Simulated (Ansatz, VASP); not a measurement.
## In: VASP beside Ansatz

Contents of INCAR:

```
PREC = Accurate ; ENCUT = 600
EDIFF = 1E-7 ; ISMEAR = 0
SIGMA = 0.1 ; LREAL = F
LASPH = T ; NELM = 60
ALGO = Normal ; ISIF = 3
LWAVE = F ; LCHARG = F
GGA = PE ; IBRION = 2
NSW = 90 ; EDIFFG = -0.04
```

KPOINTS

```
Automatic mesh
0
Gamma
  4 4 4
```

POSCAR

```
In
1.0
    3.8045969100      0.0000000000      0.0000000000
    0.0000000000      3.8045969100      0.0000000000
    0.0000000000      0.0000000000      4.3064575000
In
2
Direct
    0.5000000000      0.0000000000      0.3907971100
    0.0000000000      0.5000000000      0.6092028900
```

Input for Ansatz:

```yaml
crystal:
  lattice:
    - [3.80459691, 0.0, 0.0]
    - [0.0, 3.80459691, 0.0]
    - [0.0, 0.0, 4.3064575]
  atoms:
    - { symbol: In, position: [0.5, 0.0, 0.39079711] }
    - { symbol: In, position: [0.0, 0.5, 0.60920289] }
basis:
  ecutwfc: 420
kpoints:
  mp_grid: { grid: [4, 4, 4] }
hamiltonian:
  xc: pbe
scf:
  occupations: { method: gaussian, width: 0.1 }
  lower_state_search: "off"
output:
  forces: true
  stress: true
  eigenvalues: true
relax:
  adjacent_minimum: "off"
  f_tol: 0.04
  max_steps: 70
  cell: { stress_tol: 0.4 }
```

Alike in both runs: task relaxation of cell and atoms; functional PBE; k mesh 4 × 4 × 4; occupations gaussian, width 0.1 eV; no spin polarisation.

|  | VASP | Ansatz |
| --- | --- | --- |
| version | VASP 6.6.1 | Ansatz 0.2.0 |
| potentials or method | VASP PAW PBE potentials, release 64 (In_d), cutoff 600 eV | scalar-relativistic, plane waves, PAW |
| valence electrons in the cell | 26 | 26 |

Ansatz gave:

| Item | Value |
| --- | --- |
| gap on the k mesh at the Fermi level, each at its own relaxed structure (eV) | none |
| relaxed volume (Å³/atom) | 27.60 |
| relaxed cell length with the largest relative difference (Å) | 3.641 |

Task: Which values does VASP return?

Result: gap on the k mesh at the Fermi level, each at its own relaxed structure (eV): none; relaxed volume (Å³/atom): 29.35; relaxed cell length with the largest relative difference (Å): 3.082.

A gap of «none» marks a metal or a gap that the smearing closes. One of these differences is far larger than is usual between the two programs; its cause wasn't traced.

The k mesh is coarse, so the values compare programs but aren't converged.
